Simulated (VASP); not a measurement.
# Rh (P6_3/mmc) in VASP: notebook

The runs below take Rh through single point, with PBE.

Program: VASP 6.6.1. These are calculated values, not measurements. Logs are shortened: lines on timing, memory, paths and dates and some standing lists are left out, and cuts for length are marked.

## 1. The cell of the first run

Symmetry: P6_3/mmc, No. 194, hexagonal system. The conventional cell has a = 2.861 Å, b = 2.861 Å, c = 4.175 Å, α = 90.00°, β = 90.00°, γ = 120.00°. Within 3.5 Å of Rh (site symmetry -6m2) lie 12 Rh at 2.66 to 2.86 Å.

This isn't the form of Rh at room conditions, which is fcc.

## 2. Single point, PBE

File INCAR:

```
SYSTEM = Rh
PREC     = Accurate       ! precision mode
ENCUT    = 520            ! plane-wave cutoff, eV
EDIFF    = 1E-7           ! SCF threshold, eV
ISMEAR   = 0              ! smearing method
SIGMA    = 0.15           ! smearing width, eV
LREAL    = .FALSE.        ! projectors in reciprocal space
LASPH    = .TRUE.         ! aspherical terms in the spheres
NELM     = 80             ! most SCF steps
ALGO     = Fast           ! electronic algorithm
ISIF     = 2              ! what is computed and relaxed
LWAVE    = .FALSE.        ! write WAVECAR
LCHARG   = .FALSE.        ! write CHGCAR
GGA      = PE             ! functional
NBANDS   = 22             ! bands
```

File KPOINTS:

```
regular mesh
0
G
  18 18 10
  0 0 0
```

File POSCAR:

```
Rh
1.0
    2.8611000000      0.0000000000      0.0000000000
   -1.4305500000      2.4777852828      0.0000000000
    0.0000000000      0.0000000000      4.1746000000
Rh
2
Direct
    0.6666666667      0.3333333333      0.7500000000
    0.3333333333      0.6666666667      0.2500000000
```

Potentials or basis: VASP PAW PBE potentials, release 64 (Rh_pv).

The run is started by

```
$ cat potpaw_PBE.64/Rh_pv/POTCAR > POTCAR
$ mpirun -np 1 vasp_std > vasp.out
```

OUTCAR:

```text
SYSTEM = Rh
   PREC = Accurate
   ENCUT = 520
   EDIFF = 1E-7
   ISMEAR = 0
   LREAL = .FALSE.
   LASPH = .TRUE.
   NELM = 80
   ISIF = 2
   GGA = PE

 ion  position               nearest neighbor table
   1  0.667  0.333  0.750-   2 2.66   2 2.66   2 2.66   2 2.66   2 2.66   2 2.66
   2  0.333  0.667  0.250-   1 2.66   1 2.66   1 2.66   1 2.66   1 2.66   1 2.66

  LATTYP: Found a hexagonal cell.
 ALAT       =     2.8611000000
 C/A-ratio  =     1.4590891615

  Lattice vectors:

 A1 = (   2.8611000000,   0.0000000000,   0.0000000000)
 A2 = (  -1.4305500000,   2.4777852828,   0.0000000000)
 A3 = (   0.0000000000,   0.0000000000,   4.1746000000)

Analysis of symmetry for initial positions (statically):
=====================================================================
 Subroutine PRICEL returns:
 Original cell was already a primitive cell.

 Routine SETGRP: Setting up the symmetry group for a
 hexagonal supercell.

 Subroutine GETGRP returns: Found 24 space group operations
 (whereof 12 operations were pure point group operations)
 out of a pool of 24 trial point group operations.

The static configuration has the point symmetry D_3d.
 The point group associated with its full space group is D_6h.

Analysis of symmetry for dynamics (positions and initial velocities):
=====================================================================
 Subroutine PRICEL returns:
 Original cell was already a primitive cell.

 Routine SETGRP: Setting up the symmetry group for a
 hexagonal supercell.

 Subroutine GETGRP returns: Found 24 space group operations
 (whereof 12 operations were pure point group operations)
 out of a pool of 24 trial point group operations.

The dynamic configuration has the point symmetry D_3d.
 The point group associated with its full space group is D_6h.

 Subroutine INISYM returns: Found 24 space group operations
 (whereof 12 operations are pure point group operations),
 and found     1 'primitive' translations

----------------------------------------------------------------------------------------

                                     Primitive cell

  volume of cell :      29.5945

  direct lattice vectors                    reciprocal lattice vectors
     2.861100000  0.000000000  0.000000000     0.349515920  0.201793111  0.000000000
    -1.430550000  2.477785283  0.000000000     0.000000000  0.403586222  0.000000000
     0.000000000  0.000000000  4.174600000     0.000000000  0.000000000  0.239543908

  length of vectors
     2.861100000  2.861100000  4.174600000     0.403586222  0.403586222  0.239543908

  position of ions in fractional coordinates (direct lattice)
     0.666666667  0.333333333  0.750000000
     0.333333333  0.666666667  0.250000000

  ion indices of the primitive-cell ions
   primitive index   ion index
                 1           1
                 2           2

----------------------------------------------------------------------------------------

 KPOINTS: regular mesh

Automatic generation of k-mesh.
 Grid dimensions read from file:
 generate k-points for:   18   18   10

 Generating k-lattice:

  Cartesian coordinates                     Fractional coordinates (reciprocal lattice)
     0.019417551  0.011210728  0.000000000     0.055555556  0.000000000  0.000000000
     0.000000000  0.022421457  0.000000000     0.000000000  0.055555556  0.000000000
     0.000000000  0.000000000  0.023954391     0.000000000  0.000000000  0.100000000

  Length of vectors
     0.022421457  0.022421457  0.023954391

  Shift w.r.t. Gamma in fractional coordinates (k-lattice)
     0.000000000  0.000000000  0.000000000

 Subroutine IBZKPT returns following result:
 ===========================================

 Found    222 irreducible k-points:

 Following reciprocal coordinates:
            Coordinates               Weight
  0.000000  0.000000  0.000000      1.000000
  0.055556  0.000000  0.000000      6.000000
  0.111111  0.000000  0.000000      6.000000
  0.166667  0.000000  0.000000      6.000000
  0.222222  0.000000  0.000000      6.000000
  0.277778  0.000000  0.000000      6.000000
[... 16 lines left out ...]
  0.333333  0.111111  0.000000     12.000000
  0.388889  0.111111  0.000000     12.000000
 [... further k-points ...]
   k-points           NKPTS =    222   k-points in BZ     NKDIM =    222   number of bands    NBANDS=     22
   number of dos      NEDOS =    301   number of ions     NIONS =      2
   total plane-waves  NPLWV =  18432
   dimension x,y,z NGX =    24 NGY =   24 NGZ =   32
   dimension x,y,z NGXF=    48 NGYF=   48 NGZF=   64
   ions per type =               2
   NGX,Y,Z   is equivalent  to a cutoff of  13.95, 13.95, 12.74 a.u.
   NGXF,Y,Z  is equivalent  to a cutoff of  27.89, 27.89, 25.49 a.u.
 SYSTEM =  Rh
   PREC   = accura    normal or accurate (medium, high low for compatibility)
   ISTART =      0    job   : 0-new  1-cont  2-samecut
   ICHARG =      2    charge: 1-file 2-atom 10-const
   ISPIN  =      1    spin polarized calculation?
   LNONCOLLINEAR =      F non collinear calculations
   LSORBIT =      F    spin-orbit coupling
   LASPH  =      T    aspherical Exc in radial PAW
   ENCUT  =  520.0 eV  38.22 Ry    6.18 a.u.   5.32  5.32  7.76*2*pi/ulx,y,z
   NELM   =     80;   NELMIN=  2; NELMDL= -5     # of ELM steps
   EDIFF  = 0.1E-06   stopping-criterion for ELM
   LREAL  =      F    real-space projection
   EDIFFG = 0.1E-05   stopping-criterion for IOM
   NSW    =      0    number of steps for IOM
   IBRION =     -1    ionic relax: 0-MD 1-quasi-New 2-CG
   NFREE  =      0    steps in history (QN), initial steepest desc. (CG)
   ISIF   =      2    stress and relaxation
   ISYM   =      2    0-nonsym 1-usesym 2-fastsym
   POTIM  = 0.5000    time-step for ionic-motion
   TEBEG  =    0.0;   TEEND  =   0.0 temperature during run
   PSTRESS=    0.0 pullay stress
   NELECT =      30.0000    total number of electrons
   NUPDOWN=      -1.0000    fix difference up-down
   EMIN   =  10.00;   EMAX   =-10.00  energy-range for DOS
   EFERMI =   0.00;   METHOD = LEGACY
   ISMEAR =     0;   SIGMA  =   0.15  broadening in eV -4-tet -1-fermi 0-gaus
   EFERMI_NEDOS =   21; number of points for ismear=-14 and -15
   IALGO  =     68    algorithm
   IMIX   =      4    mixing-type and parameters
     AMIX     =   0.40;   BMIX     =  1.00
     AMIX_MAG =   1.60;   BMIX_MAG =  1.00
  volume/ion in A,a.u.               =      14.80        99.86
  Fermi-wavevector in a.u.,A,eV,Ry     =   1.644541  3.107732 36.797165  2.704515
  Thomas-Fermi vector in A             =   2.734489
   LORBIT       =      0    0 simple, 1 ext, 2 COOP (PROOUT), +10 PAW based schemes
   GGA     = PE    functional components
   LHFCALC =     F    Hartree Fock is set to
   AEXX    =    0.0000 exact exchange contribution
   IVDW    =     0    specifies the selected vdW correction
   LEPSILON=     F    determine dielectric tensor
   LRPA    =     F    only Hartree local field effects (RPA)
 non-spin polarized calculation
 RMM-DIIS sequential band-by-band and
 Gauss-broadening in eV      SIGMA  =   0.15
  energy-cutoff  :      520.00
  volume of cell :       29.59
 maximum number of plane-waves:       820
 NGX is ok and might be reduce to    24
   NGX = 11   NGY = 11   NGZ = 15

 number of electron      30.0000005 magnetization

 Free energy of the ion-electron system (eV)
  ---------------------------------------------------
  ext. energy  EPLUGINS =         0.00000000
  ---------------------------------------------------
  free energy    TOTEN  =       -14.29884225 eV

  energy without entropy =      -14.25110457  energy(sigma->0) =      -14.27497341

 E-fermi :  10.7101     XC(G=0): -13.5487

 val. band max:       10.7079289634   @ k =   0.1111   0.0000   0.4000
 cond. band min:      10.7109581734   @ k =   0.0556   0.0556   0.4000
 fundamental gap:      0.0030292101
 Fermi energy:        10.7100526213

 k-point     1 :       0.0000    0.0000    0.0000
  band No.  band energies     occupation
      1     -36.3565      2.00000
      2     -35.7490      2.00000
      3     -35.7490      2.00000
      4     -35.6297      2.00000
      5     -35.6045      2.00000
      6     -35.6045      2.00000
[... 14 lines left out ...]
     21      29.4128      0.00000
     22      30.1611      0.00000

 k-point     2 :       0.0556    0.0000    0.0000
  band No.  band energies     occupation
      1     -36.3506      2.00000
      2     -35.7575      2.00000
      3     -35.7526      2.00000
      4     -35.6336      2.00000
      5     -35.6140      2.00000
      6     -35.6052      2.00000
[... 14 lines left out ...]
     21      29.2650      0.00000
     22      30.2351      0.00000

 k-point     3 :       0.1111    0.0000    0.0000
  band No.  band energies     occupation
      1     -36.3331      2.00000
      2     -35.7820      2.00000
      3     -35.7630      2.00000
      4     -35.6453      2.00000
      5     -35.6410      2.00000
      6     -35.6073      2.00000
[... 14 lines left out ...]
     21      28.4253      0.00000
     22      29.1307      0.00000

 k-point     4 :       0.1667    0.0000    0.0000
  band No.  band energies     occupation
      1     -36.3051      2.00000
      2     -35.8197      2.00000
      3     -35.7785      2.00000
      4     -35.6820      2.00000
      5     -35.6645      2.00000
      6     -35.6110      2.00000
[... 14 lines left out ...]
     21      27.7374      0.00000
     22      28.1199      0.00000

 k-point     5 :       0.2222    0.0000    0.0000
  band No.  band energies     occupation
      1     -36.2681      2.00000
      2     -35.8663      2.00000
      3     -35.7968      2.00000
      4     -35.7315      2.00000
      5     -35.6906      2.00000
      6     -35.6161      2.00000
[... 14 lines left out ...]
     21      26.3617      0.00000
     22      28.5754      0.00000

 k-point     6 :       0.2778    0.0000    0.0000
  band No.  band energies     occupation
      1     -36.2244      2.00000
      2     -35.9163      2.00000
      3     -35.8159      2.00000
      4     -35.7831      2.00000
      5     -35.7228      2.00000
      6     -35.6219      2.00000
[... 14 lines left out ...]
     21      25.0688      0.00000
     22      27.5412      0.00000

 k-point     7 :       0.3333    0.0000    0.0000
  band No.  band energies     occupation
      1     -36.1772      2.00000
      2     -35.9637      2.00000
      3     -35.8333      2.00000
      4     -35.8306      2.00000
      5     -35.7592      2.00000
      6     -35.6279      2.00000
[... 324 lines left out ...]
      6     -35.6297      2.00000
[... 14 lines left out ...]
     21      24.4372      0.00000
     22      28.3074      0.00000

 k-point    21 :       0.2222    0.1111    0.0000
  band No.  band energies     occupation
      1     -36.2099      2.00000
      2     -35.9126      2.00000
      3     -35.8611      2.00000
      4     -35.7630      2.00000
      5     -35.7338      2.00000
      6     -35.6395      2.00000
[... 14 lines left out ...]
     21      23.4366      0.00000
     22      27.4382      0.00000

 k-point    22 :       0.2778    0.1111    0.0000
  band No.  band energies     occupation
      1     -36.1633      2.00000
      2     -35.9585      2.00000
      3     -35.8807      2.00000
      4     -35.8002      2.00000
      5     -35.7701      2.00000
      6     -35.6481      2.00000
[... 14 lines left out ...]
     21      22.4742      0.00000
     22      26.6819      0.00000

 k-point    23 :       0.3333    0.1111    0.0000
  band No.  band energies     occupation
      1     -36.1173      2.00000
      2     -35.9967      2.00000
      3     -35.8924      2.00000
      4     -35.8338      2.00000
      5     -35.8078      2.00000
      6     -35.6549      2.00000
[... 14 lines left out ...]
     21      21.6611      0.00000
     22      26.0208      0.00000

 k-point    24 :       0.3889    0.1111    0.0000
  band No.  band energies     occupation
      1     -36.0796      2.00000
      2     -36.0218      2.00000
      3     -35.8957      2.00000
      4     -35.8598      2.00000
      5     -35.8400      2.00000
      6     -35.6593      2.00000
[... 14 lines left out ...]
     21      21.8342      0.00000
     22      25.4470      0.00000

 [... further k-points ...]

------------------------ aborting loop because EDIFF is reached ----------------------------------------

  FORCE on cell =-STRESS in cart. coord.  units (eV):
  Direction    XX          YY          ZZ          XY          YZ          ZX
  --------------------------------------------------------------------------------------
  -------------------------------------------------------------------------------------
  Total       -2.5767918     -2.5767918      0.7735511      0.0000000      0.0000000      0.0000000
  in kB     -139.5013250   -139.5013250     41.8781982      0.0000000      0.0000000      0.0000000
  external PRESSURE =     -79.0414839 kB  Pullay stress =       0.0000000 kB

 VOLUME and BASIS-vectors are now :
 -----------------------------------------------------------------------------
  energy-cutoff  :      520.00
  volume of cell :       29.59
      direct lattice vectors                 reciprocal lattice vectors
     2.861100000  0.000000000  0.000000000     0.349515920  0.201793111  0.000000000
    -1.430550000  2.477785283  0.000000000     0.000000000  0.403586222  0.000000000
     0.000000000  0.000000000  4.174600000     0.000000000  0.000000000  0.239543908

 POSITION                                       TOTAL-FORCE (eV/Angst)
 -----------------------------------------------------------------------------------
      1.43055      0.82593      3.13095        -0.000000      0.000000      0.000000
     -0.00000      1.65186      1.04365         0.000000     -0.000000      0.000000
 -----------------------------------------------------------------------------------
    total drift:                               -0.000000      0.000000     -0.000000

  FREE ENERGIE OF THE ION-ELECTRON SYSTEM (eV)
  ---------------------------------------------------
  free  energy   TOTEN  =       -14.2988422546 eV

  energy  without entropy=      -14.2511045722  energy(sigma->0) =      -14.27497341
```

Wall time 53 s (1 thread of Intel Xeon 6975P-C (Granite Rapids), shared host); peak memory 0.23 GiB.

Results:

- Free energy: -14.2988 eV
- Pressure: -7.9 GPa
- Band gap on the k mesh: zero (bands 15 and 16 overlap by 1.75 eV)

Levels at points of the mesh, in eV from the Fermi level:
```csv
k point,band 13,band 14,band 15,band 16,band 17,band 18
"(0.00, 0.00, 0.00)",-2.11,-2.11,-2.05,0.11,0.11,1.89
"(0.50, 0.00, 0.00)",-1.57,-0.09,0.37,0.85,2.52,4.35
"(0.00, 0.00, 0.50)",-2.49,-2.49,-0.30,-0.30,-0.30,-0.30
"(0.50, 0.00, 0.50)",-0.34,-0.34,0.22,0.22,2.47,2.47
```

Caveat: the cell stands under tension.

(Continued in part 2 of 2.)
